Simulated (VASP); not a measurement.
# GeS (Pnma) in VASP: single point with PBE

Aim: the single point of GeS with PBE.

Everything below comes from runs of VASP 6.6.1. Logs are shortened: lines on timing, memory, paths and dates and some standing lists are left out, and cuts for length are marked.

## Step 1: The cell of the first run

Symmetry: Pnma, No. 62, orthorhombic system. Conventional cell: a = 10.783 Å, b = 3.668 Å, c = 4.453 Å, α = 90.00°, β = 90.00°, γ = 90.00°. Ge (site symmetry m) has 3 S at 2.46 Å within 3.2 Å. S (site symmetry m) has 3 Ge at 2.46 Å within 3.2 Å.

## Step 2: Single point, PBE

Contents of INCAR:

```
PREC = Accurate
ENCUT = 500
EDIFF = 1E-6
ISMEAR = -1
SIGMA = 0.02
LREAL = F
LASPH = T
NELM = 120
ALGO = Normal
ISIF = 2
LWAVE = F
LCHARG = F
GGA = PE
NBANDS = 50
GGA_COMPAT = F
```

Contents of KPOINTS:

```
Automatic mesh
0
Gamma
  4 8 6
```

Contents of POSCAR:

```
GeS
1.0
   10.7825294711      0.0000000000      0.0000000000
    0.0000000000      3.6682337600      0.0000000000
    0.0000000000      0.0000000000      4.4529407951
Ge S
4 4
Direct
    0.1259726485      0.2500000000      0.1342721880
    0.3740273515      0.7500000000      0.6342721880
    0.6259726485      0.2500000000      0.3657278120
    0.8740273515      0.7500000000      0.8657278120
    0.8470534143      0.2500000000      0.5032139404
    0.6529465857      0.7500000000      0.0032139404
    0.3470534143      0.2500000000      0.9967860596
    0.1529465857      0.7500000000      0.4967860596
```

Potentials or basis: VASP PAW PBE potentials, release 64 (Ge_d, S).

Command:

```bash
$ cat potpaw_PBE.64/Ge_d/POTCAR potpaw_PBE.64/S/POTCAR > POTCAR
$ mpirun -np 1 vasp_std > vasp.out
```

OUTCAR:

```text
PREC = Accurate
   ENCUT = 500
   EDIFF = 1E-6
   ISMEAR = -1
   LREAL = F
   LASPH = T
   NELM = 120
   ISIF = 2
   GGA = PE

 ion  position               nearest neighbor table
   1  0.126  0.250  0.134-   8 2.46   8 2.46   7 2.46
   2  0.374  0.750  0.634-   7 2.46   7 2.46   8 2.46
   3  0.626  0.250  0.366-   6 2.46   6 2.46   5 2.46
   4  0.874  0.750  0.866-   5 2.46   5 2.46   6 2.46
   5  0.847  0.250  0.503-   4 2.46   4 2.46   3 2.46
   6  0.653  0.750  0.003-   3 2.46   3 2.46   4 2.46
   7  0.347  0.250  0.997-   2 2.46   2 2.46   1 2.46
   8  0.153  0.750  0.497-   1 2.46   1 2.46   2 2.46

  LATTYP: Found a simple orthorhombic cell.
 ALAT       =     3.6682337600
 B/A-ratio  =     1.2139195827
 C/A-ratio  =     2.9394335739

  Lattice vectors:

 A1 = (   0.0000000000,   3.6682337600,   0.0000000000)
 A2 = (   0.0000000000,   0.0000000000,   4.4529407951)
 A3 = (  10.7825294711,   0.0000000000,   0.0000000000)

Analysis of symmetry for initial positions (statically):
=====================================================================
 Subroutine PRICEL returns:
 Original cell was already a primitive cell.

 Routine SETGRP: Setting up the symmetry group for a
 simple orthorhombic supercell.

 Subroutine GETGRP returns: Found  8 space group operations
 (whereof  2 operations were pure point group operations)
 out of a pool of  8 trial point group operations.

The static configuration has the point symmetry S_2 .
 The point group associated with its full space group is D_2h.

Analysis of symmetry for dynamics (positions and initial velocities):
=====================================================================
 Subroutine PRICEL returns:
 Original cell was already a primitive cell.

 Routine SETGRP: Setting up the symmetry group for a
 simple orthorhombic supercell.

 Subroutine GETGRP returns: Found  8 space group operations
 (whereof  2 operations were pure point group operations)
 out of a pool of  8 trial point group operations.

The dynamic configuration has the point symmetry S_2 .
 The point group associated with its full space group is D_2h.

 Subroutine INISYM returns: Found  8 space group operations
 (whereof  2 operations are pure point group operations),
 and found     1 'primitive' translations

----------------------------------------------------------------------------------------

                                     Primitive cell
[... 102 lines left out ...]
   NELM   =    120;   NELMIN=  2; NELMDL= -5     # of ELM steps
   EDIFF  = 0.1E-05   stopping-criterion for ELM
   LREAL  =      F    real-space projection
   EDIFFG = 0.1E-04   stopping-criterion for IOM
   NSW    =      0    number of steps for IOM
   IBRION =     -1    ionic relax: 0-MD 1-quasi-New 2-CG
   NFREE  =      0    steps in history (QN), initial steepest desc. (CG)
   ISIF   =      2    stress and relaxation
   ISYM   =      2    0-nonsym 1-usesym 2-fastsym
   POTIM  = 0.5000    time-step for ionic-motion
   TEBEG  =    0.0;   TEEND  =   0.0 temperature during run
   PSTRESS=    0.0 pullay stress
   NELECT =      80.0000    total number of electrons
   NUPDOWN=      -1.0000    fix difference up-down
   EMIN   =  10.00;   EMAX   =-10.00  energy-range for DOS
   EFERMI =   0.00;   METHOD = LEGACY
   ISMEAR =    -1;   SIGMA  =   0.02  broadening in eV -4-tet -1-fermi 0-gaus
   EFERMI_NEDOS =   21; number of points for ismear=-14 and -15
   IALGO  =     38    algorithm
   IMIX   =      4    mixing-type and parameters
     AMIX     =   0.40;   BMIX     =  1.00
     AMIX_MAG =   1.60;   BMIX_MAG =  1.00
  volume/ion in A,a.u.               =      22.02       148.57
  Fermi-wavevector in a.u.,A,eV,Ry     =   1.258433  2.378093 21.546903  1.583653
  Thomas-Fermi vector in A             =   2.392042
   LORBIT       =      0    0 simple, 1 ext, 2 COOP (PROOUT), +10 PAW based schemes
   GGA     = PE    functional components
   LHFCALC =     F    Hartree Fock is set to
   AEXX    =    0.0000 exact exchange contribution
   IVDW    =     0    specifies the selected vdW correction
   LEPSILON=     F    determine dielectric tensor
   LRPA    =     F    only Hartree local field effects (RPA)
 non-spin polarized calculation
  energy-cutoff  :      500.00
  volume of cell :      176.13
 maximum number of plane-waves:      4502
 NGX is ok and might be reduce to    80
   NGX = 39   NGY = 13   NGZ = 17

 number of electron      79.9999986 magnetization

 Free energy of the ion-electron system (eV)
  ---------------------------------------------------
  ext. energy  EPLUGINS =         0.00000000
  ---------------------------------------------------
  free energy    TOTEN  =       -36.64957186 eV

  energy without entropy =      -36.64957186  energy(sigma->0) =      -36.64957186

 E-fermi :   4.7411     XC(G=0):  -9.7512

 val. band max:        4.2816104176   @ k =   0.0000   0.0000   0.0000
 cond. band min:       5.5172498062   @ k =   0.0000   0.0000   0.0000
 fundamental gap:      1.2356393886
 Fermi energy:         4.7410707434

 k-point     1 :       0.0000    0.0000    0.0000
  band No.  band energies     occupation
      1     -20.1066      2.00000
      2     -20.1048      2.00000
      3     -20.1002      2.00000
      4     -20.0990      2.00000
      5     -20.0979      2.00000
      6     -20.0971      2.00000
[... 1261 lines left out ...]
     49       9.0460      0.00000
     50       9.0461      0.00000

 [... further k-points ...]
[... 5 lines left out ...]
  --------------------------------------------------------------------------------------
  -------------------------------------------------------------------------------------
  Total       -0.0943269     -0.1621550     -0.0898497      0.0000000      0.0000000      0.0000000
  in kB       -0.8580679     -1.4750827     -0.8173397      0.0000000      0.0000000      0.0000000
  external PRESSURE =      -1.0501635 kB  Pullay stress =       0.0000000 kB

 VOLUME and BASIS-vectors are now :
 -----------------------------------------------------------------------------
  energy-cutoff  :      500.00
  volume of cell :      176.13
      direct lattice vectors                 reciprocal lattice vectors
    10.782529471  0.000000000  0.000000000     0.092742617  0.000000000  0.000000000
     0.000000000  3.668233760  0.000000000     0.000000000  0.272610762  0.000000000
     0.000000000  0.000000000  4.452940795     0.000000000  0.000000000  0.224570693

 POSITION                                       TOTAL-FORCE (eV/Angst)
 -----------------------------------------------------------------------------------
      1.35830      0.91706      0.59791         0.002688      0.000000      0.000732
      4.03296      2.75118      2.82438        -0.002688     -0.000000      0.000732
      6.74957      0.91706      1.62856         0.002688      0.000000     -0.000732
      9.42423      2.75118      3.85503        -0.002688     -0.000000     -0.000732
      9.13338      0.91706      2.24078         0.002406      0.000000      0.000525
      7.04042      2.75118      0.01431        -0.002406      0.000000      0.000525
      3.74211      0.91706      4.43863         0.002406      0.000000     -0.000525
      1.64915      2.75118      2.21216        -0.002406      0.000000     -0.000525
 -----------------------------------------------------------------------------------
    total drift:                               -0.000000     -0.000000      0.000000

  FREE ENERGIE OF THE ION-ELECTRON SYSTEM (eV)
  ---------------------------------------------------
  free  energy   TOTEN  =       -36.6495718580 eV

  energy  without entropy=      -36.6495718580  energy(sigma->0) =      -36.64957186
```

stdout:

```text
POSCAR found type information on POSCAR GeS
 POSCAR found :  2 types and       8 ions
 scaLAPACK will be used
 LDA part: xc-table for (Slater+PW92), standard interpolation
 POSCAR, INCAR and KPOINTS ok, starting setup
 FFT: planning ... GRIDC
 FFT: planning ... GRID_SOFT
 FFT: planning ... GRID
 WAVECAR not read
 entering main loop
```

Wall time 8.1 min (1 thread of Intel Xeon 6975P-C (Granite Rapids), shared host); peak memory 0.49 GiB.

Results:

```yaml
Free_energy: -36.6496 eV
Pressure: -0.1 GPa
Band_gap_on_the_k_mesh: 1.24 eV
```

Forces on the atoms (eV/Å):
```
Ge   0.003  0.000  0.001
Ge  -0.003  0.000  0.001
Ge   0.003  0.000 -0.001
Ge  -0.003  0.000 -0.001
S    0.002  0.000  0.001
S   -0.002  0.000  0.001
S    0.002  0.000 -0.001
S   -0.002  0.000 -0.001
```
